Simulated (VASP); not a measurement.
# Sn (I4_1/amd) in VASP: a series of runs

Runs on Sn. Level: PBE. Tasks: single point.

All numbers are computed with VASP 6.6.1; they aren't measurements. Logs are shortened: lines on timing, memory, paths and dates and some standing lists are left out, and cuts for length are marked.

**1. The cell of the first run**

Symmetry: I4_1/amd, No. 141, tetragonal system. Conventional cell: a = 5.152 Å, b = 5.152 Å, c = 5.152 Å, α = 90.00°, β = 90.00°, γ = 90.00°. Sn (site symmetry -4m2) has 4 Sn at 2.88 Å within 3.8 Å.

**2. Single point, PBE**

INCAR reads:

```
ALGO = Fast
EDIFF = 1E-7
ENCUT = 520
GGA = PE
ISIF = 2
ISMEAR = 0
LASPH = T
LCHARG = F
LREAL = F
LWAVE = F
NBANDS = 21
NELM = 100
PREC = Accurate
SIGMA = 0.15
```

KPOINTS reads:

```
k-points
0
Gamma
  14 14 14
```

POSCAR reads:

```
Sn
1.0
    0.0000000000      3.6432462238      2.5757750802
    3.6432462238      0.0000000000      2.5757750802
    3.6432462238      3.6432462238      0.0000000000
Sn
2
Direct
    0.5000000000      0.5000000000      0.5000000000
    0.7500000000      0.7500000000      0.7500000000
```

Potentials or basis: VASP PAW PBE potentials, release 64 (Sn_d).

Run with:

```sh
$ cat potpaw_PBE.64/Sn_d/POTCAR > POTCAR
$ mpirun -np 1 vasp_std > vasp.out
```

OUTCAR:

```text
EDIFF = 1E-7
   ENCUT = 520
   GGA = PE
   ISIF = 2
   ISMEAR = 0
   LASPH = T
   LREAL = F
   NELM = 100
   PREC = Accurate

 ion  position               nearest neighbor table
   1  0.500  0.500  0.500-   2 2.88   2 2.88   2 2.88   2 2.88
   2  0.750  0.750  0.750-   1 2.88   1 2.88   1 2.88   1 2.88

  LATTYP: Found a body centered tetragonal cell.
 ALAT       =     5.1523282208
 C/A-ratio  =     0.9998489886

  Lattice vectors:

 A1 = (   0.0000000000,  -3.6432462238,  -2.5757750802)
 A2 = (   0.0000000000,   3.6432462238,  -2.5757750802)
 A3 = (   3.6432462238,   0.0000000000,   2.5757750802)

Analysis of symmetry for initial positions (statically):
=====================================================================
 Subroutine PRICEL returns:
 Original cell was already a primitive cell.

 Routine SETGRP: Setting up the symmetry group for a
 body centered tetragonal supercell.

 Subroutine GETGRP returns: Found 16 space group operations
 (whereof  8 operations were pure point group operations)
 out of a pool of 16 trial point group operations.

The static configuration has the point symmetry D_2d.
 The point group associated with its full space group is D_4h.

Analysis of symmetry for dynamics (positions and initial velocities):
=====================================================================
 Subroutine PRICEL returns:
 Original cell was already a primitive cell.

 Routine SETGRP: Setting up the symmetry group for a
 body centered tetragonal supercell.

 Subroutine GETGRP returns: Found 16 space group operations
 (whereof  8 operations were pure point group operations)
 out of a pool of 16 trial point group operations.

The dynamic configuration has the point symmetry D_2d.
 The point group associated with its full space group is D_4h.

 Subroutine INISYM returns: Found 16 space group operations
 (whereof  8 operations are pure point group operations),
 and found     1 'primitive' translations

----------------------------------------------------------------------------------------

                                     Primitive cell

  volume of cell :      68.3778

  direct lattice vectors                    reciprocal lattice vectors
     0.000000000  3.643246224  2.575775080    -0.137240244  0.137240244  0.194116328
     3.643246224  0.000000000  2.575775080     0.137240244 -0.137240244  0.194116328
     3.643246224  3.643246224  0.000000000     0.137240244  0.137240244 -0.194116328

  length of vectors
     4.461822532  4.461822532  5.152328221     0.274501216  0.274501216  0.274501216

  position of ions in fractional coordinates (direct lattice)
     0.500000000  0.500000000  0.500000000
     0.750000000  0.750000000  0.750000000

  ion indices of the primitive-cell ions
   primitive index   ion index
                 1           1
                 2           2

----------------------------------------------------------------------------------------

 KPOINTS: k-points

Automatic generation of k-mesh.
 Grid dimensions read from file:
 generate k-points for:   14   14   14

 Generating k-lattice:

  Cartesian coordinates                     Fractional coordinates (reciprocal lattice)
    -0.009802875  0.009802875  0.013865452     0.071428571  0.000000000  0.000000000
     0.009802875 -0.009802875  0.013865452     0.000000000  0.071428571  0.000000000
     0.009802875  0.009802875 -0.013865452    -0.000000000 -0.000000000  0.071428571

  Length of vectors
     0.019607230  0.019607230  0.019607230

  Shift w.r.t. Gamma in fractional coordinates (k-lattice)
     0.000000000  0.000000000  0.000000000

 Subroutine IBZKPT returns following result:
 ===========================================

 Found    244 irreducible k-points:

 Following reciprocal coordinates:
            Coordinates               Weight
  0.000000  0.000000  0.000000      1.000000
  0.071429  0.000000  0.000000      8.000000
  0.142857 -0.000000  0.000000      8.000000
  0.214286 -0.000000  0.000000      8.000000
  0.285714  0.000000  0.000000      8.000000
  0.357143 -0.000000  0.000000      8.000000
[... 16 lines left out ...]
  0.214286  0.142857  0.000000      8.000000
  0.285714  0.142857  0.000000      8.000000
 [... further k-points ...]
   k-points           NKPTS =    244   k-points in BZ     NKDIM =    244   number of bands    NBANDS=     21
   number of dos      NEDOS =    301   number of ions     NIONS =      2
   total plane-waves  NPLWV =  51840
   dimension x,y,z NGX =    36 NGY =   36 NGZ =   40
   dimension x,y,z NGXF=    72 NGYF=   72 NGZF=   80
   ions per type =               2
   NGX,Y,Z   is equivalent  to a cutoff of  13.41, 13.41, 12.91 a.u.
   NGXF,Y,Z  is equivalent  to a cutoff of  26.83, 26.83, 25.81 a.u.
 SYSTEM =  unknown system
   PREC   = accura    normal or accurate (medium, high low for compatibility)
   ISTART =      0    job   : 0-new  1-cont  2-samecut
   ICHARG =      2    charge: 1-file 2-atom 10-const
   ISPIN  =      1    spin polarized calculation?
   LNONCOLLINEAR =      F non collinear calculations
   LSORBIT =      F    spin-orbit coupling
   LASPH  =      T    aspherical Exc in radial PAW
   ENCUT  =  520.0 eV  38.22 Ry    6.18 a.u.   8.30  8.30  9.58*2*pi/ulx,y,z
   NELM   =    100;   NELMIN=  2; NELMDL= -5     # of ELM steps
   EDIFF  = 0.1E-06   stopping-criterion for ELM
   LREAL  =      F    real-space projection
   EDIFFG = 0.1E-05   stopping-criterion for IOM
   NSW    =      0    number of steps for IOM
   IBRION =     -1    ionic relax: 0-MD 1-quasi-New 2-CG
   NFREE  =      0    steps in history (QN), initial steepest desc. (CG)
   ISIF   =      2    stress and relaxation
   ISYM   =      2    0-nonsym 1-usesym 2-fastsym
   POTIM  = 0.5000    time-step for ionic-motion
   TEBEG  =    0.0;   TEEND  =   0.0 temperature during run
   PSTRESS=    0.0 pullay stress
   NELECT =      28.0000    total number of electrons
   NUPDOWN=      -1.0000    fix difference up-down
   EMIN   =  10.00;   EMAX   =-10.00  energy-range for DOS
   EFERMI =   0.00;   METHOD = LEGACY
   ISMEAR =     0;   SIGMA  =   0.15  broadening in eV -4-tet -1-fermi 0-gaus
   EFERMI_NEDOS =   21; number of points for ismear=-14 and -15
   IALGO  =     68    algorithm
   IMIX   =      4    mixing-type and parameters
     AMIX     =   0.40;   BMIX     =  1.00
     AMIX_MAG =   1.60;   BMIX_MAG =  1.00
  volume/ion in A,a.u.               =      34.19       230.72
  Fermi-wavevector in a.u.,A,eV,Ry     =   1.215689  2.297319 20.108049  1.477900
  Thomas-Fermi vector in A             =   2.351068
   LORBIT       =      0    0 simple, 1 ext, 2 COOP (PROOUT), +10 PAW based schemes
   GGA     = PE    functional components
   LHFCALC =     F    Hartree Fock is set to
   AEXX    =    0.0000 exact exchange contribution
   IVDW    =     0    specifies the selected vdW correction
   LEPSILON=     F    determine dielectric tensor
   LRPA    =     F    only Hartree local field effects (RPA)
 non-spin polarized calculation
 RMM-DIIS sequential band-by-band and
 Gauss-broadening in eV      SIGMA  =   0.15
  energy-cutoff  :      520.00
  volume of cell :       68.38
 maximum number of plane-waves:      1878
 NGX is ok and might be reduce to    36

 number of electron      27.9999994 magnetization

 Free energy of the ion-electron system (eV)
  ---------------------------------------------------
  ext. energy  EPLUGINS =         0.00000000
  ---------------------------------------------------
  free energy    TOTEN  =        -7.40059093 eV

  energy without entropy =       -7.39309817  energy(sigma->0) =       -7.39684455

 E-fermi :   5.4609     XC(G=0):  -9.0120

 val. band max:        5.4553883082   @ k =   0.2857   0.0714   0.1429
 cond. band min:       5.4642285078   @ k =   0.4286   0.2857   0.0714
 fundamental gap:      0.0088401995
 Fermi energy:         5.4609043269

 k-point     1 :       0.0000    0.0000    0.0000
  band No.  band energies     occupation
      1     -16.1194      2.00000
      2     -16.0091      2.00000
      3     -15.9919      2.00000
      4     -15.9919      2.00000
      5     -15.9547      2.00000
      6     -15.8287      2.00000
[... 13 lines left out ...]
     20      11.2231      0.00000
     21      12.6280      0.00000

 k-point     2 :       0.0714    0.0000    0.0000
  band No.  band energies     occupation
      1     -16.1188      2.00000
      2     -16.0107      2.00000
      3     -16.0000      2.00000
      4     -15.9874      2.00000
      5     -15.9463      2.00000
      6     -15.8419      2.00000
[... 13 lines left out ...]
     20      11.2460      0.00000
     21      12.3377      0.00000

 k-point     3 :       0.1429   -0.0000    0.0000
  band No.  band energies     occupation
      1     -16.1173      2.00000
      2     -16.0144      2.00000
      3     -16.0123      2.00000
      4     -15.9775      2.00000
      5     -15.9310      2.00000
      6     -15.8592      2.00000
[... 13 lines left out ...]
     20      11.6138      0.00000
     21      12.5538      0.00000

 k-point     4 :       0.2143   -0.0000    0.0000
  band No.  band energies     occupation
      1     -16.1155      2.00000
      2     -16.0278      2.00000
      3     -16.0118      2.00000
      4     -15.9663      2.00000
      5     -15.9162      2.00000
      6     -15.8743      2.00000
[... 13 lines left out ...]
     20      12.0749      0.00000
     21      13.4107      0.00000

 k-point     5 :       0.2857    0.0000    0.0000
  band No.  band energies     occupation
      1     -16.1140      2.00000
      2     -16.0382      2.00000
      3     -16.0092      2.00000
      4     -15.9562      2.00000
      5     -15.9042      2.00000
      6     -15.8862      2.00000
[... 13 lines left out ...]
     20      12.9822      0.00000
     21      14.2656      0.00000
[... 382 lines left out ...]
     20      11.4927      0.00000
     21      11.7968      0.00000

 k-point    22 :       0.1429    0.1429    0.0000
  band No.  band energies     occupation
      1     -16.0986      2.00000
      2     -15.9927      2.00000
      3     -15.9927      2.00000
      4     -15.9916      2.00000
      5     -15.9490      2.00000
      6     -15.8353      2.00000
[... 13 lines left out ...]
     20      13.2732      0.00000
     21      14.3654      0.00000

 k-point    23 :       0.2143    0.1429    0.0000
  band No.  band energies     occupation
      1     -16.0888      2.00000
      2     -16.0000      2.00000
      3     -15.9957      2.00000
      4     -15.9787      2.00000
      5     -15.9394      2.00000
      6     -15.8478      2.00000
[... 13 lines left out ...]
     20      14.0005      0.00000
     21      14.6526      0.00000

 k-point    24 :       0.2857    0.1429    0.0000
  band No.  band energies     occupation
      1     -16.0819      2.00000
      2     -16.0124      2.00000
      3     -15.9972      2.00000
      4     -15.9651      2.00000
      5     -15.9243      2.00000
      6     -15.8650      2.00000
[... 13 lines left out ...]
     20      13.9075      0.00000
     21      14.4293      0.00000

 [... further k-points ...]
[... 5 lines left out ...]
  --------------------------------------------------------------------------------------
  -------------------------------------------------------------------------------------
  Total        0.1205692      0.1205692      1.2804063      0.0000000      0.0000000      0.0000000
  in kB        2.8250874      2.8250874     30.0015294      0.0000000      0.0000000      0.0000000
  external PRESSURE =      11.8839014 kB  Pullay stress =       0.0000000 kB

 VOLUME and BASIS-vectors are now :
 -----------------------------------------------------------------------------
  energy-cutoff  :      520.00
  volume of cell :       68.38
      direct lattice vectors                 reciprocal lattice vectors
     0.000000000  3.643246224  2.575775080    -0.137240244  0.137240244  0.194116328
     3.643246224  0.000000000  2.575775080     0.137240244 -0.137240244  0.194116328
     3.643246224  3.643246224  0.000000000     0.137240244  0.137240244 -0.194116328

 POSITION                                       TOTAL-FORCE (eV/Angst)
 -----------------------------------------------------------------------------------
      3.64325      3.64325      2.57578         0.000000      0.000000     -0.000000
      5.46487      5.46487      3.86366        -0.000000     -0.000000      0.000000
 -----------------------------------------------------------------------------------
    total drift:                                0.000000      0.000000      0.000000

  FREE ENERGIE OF THE ION-ELECTRON SYSTEM (eV)
  ---------------------------------------------------
  free  energy   TOTEN  =        -7.4005909252 eV

  energy  without entropy=       -7.3930981746  energy(sigma->0) =       -7.39684455
```

It took 6.9 min on 1 thread of Intel Xeon 6975P-C, shared host; peak memory 0.42 GiB.

Results:

- Free energy: -7.4006 eV
- Pressure: 1.2 GPa
- Band gap on the k mesh: zero (band 14 reaches 6.11 eV, above the bottom of band 15 at 4.72 eV)

Caveat: spin-orbit coupling is left out, which moves the levels of the heavy elements.

**3. Single point, PBE**

This run uses another cell than the first one, of the same volume but with other edges.

INCAR reads:

```
SYSTEM = Sn
  PREC = Accurate
  ENCUT = 520
  EDIFF = 1E-6
  ISMEAR = 0
  SIGMA = 0.15
  LREAL = .False.
  LASPH = .True.
  NELM = 100
  ALGO = Fast
  ISIF = 2
  LWAVE = .False.
  LCHARG = .True.
  GGA = PE
  LELF = .True.
  LVHAR = .True.
  NBANDS = 21
```

KPOINTS reads:

```
Automatic mesh
0
Gamma
  14 14 14
  0 0 0
```

POSCAR reads:

```
Sn
1.0
    0.0000000000      2.8916464441      4.0887880720
    2.8916464441      0.0000000000      4.0887880720
    2.8916464441      2.8916464441      0.0000000000
Sn
2
Direct
    0.5000000000      0.5000000000      0.5000000000
    0.7500000000      0.7500000000      0.7500000000
```

Potentials or basis: VASP PAW PBE potentials, release 64 (Sn_d).

Run with:

```sh
$ cat potpaw_PBE.64/Sn_d/POTCAR > POTCAR
$ mpirun -np 1 vasp_std > vasp.out
```

Wall time 6.4 min (1 thread of Intel Xeon 6975P-C, shared host); peak memory 0.42 GiB.

Results (log left out):

| Quantity | Value |
| --- | --- |
| Free energy | -7.1545 eV |
| Pressure | 2.4 GPa |
| Band gap on the k mesh | zero (band 14 reaches 6.79 eV, above the bottom of band 15 at 5.60 eV) |

Stress tensor (GPa, compression positive):
```
 4.29  0.00  0.00
 0.00  4.29  0.00
 0.00  0.00 -1.42
```

Levels at points of the mesh, in eV from the Fermi level:
```
           k point  band 11  band 12  band 13  band 14  band 15  band 16  band 17  band 18
(0.00, 0.00, 0.00)   -10.55    -1.98    -1.96     1.03     1.03     2.08     2.08     3.33
(0.50, 0.00, 0.00)    -8.85    -6.34    -2.38    -1.29     0.45     3.88     3.98     5.74
(0.50, 0.50, 0.00)    -8.33    -8.33    -0.96    -0.96     2.36     2.36     6.76     6.76
(0.50, 0.00, 0.50)    -6.99    -6.99    -2.82    -2.82     0.03     0.03     5.08     5.08
```

Caveat: spin-orbit coupling is left out, which moves the levels of the heavy elements.

(Continued in part 2 of 2.)
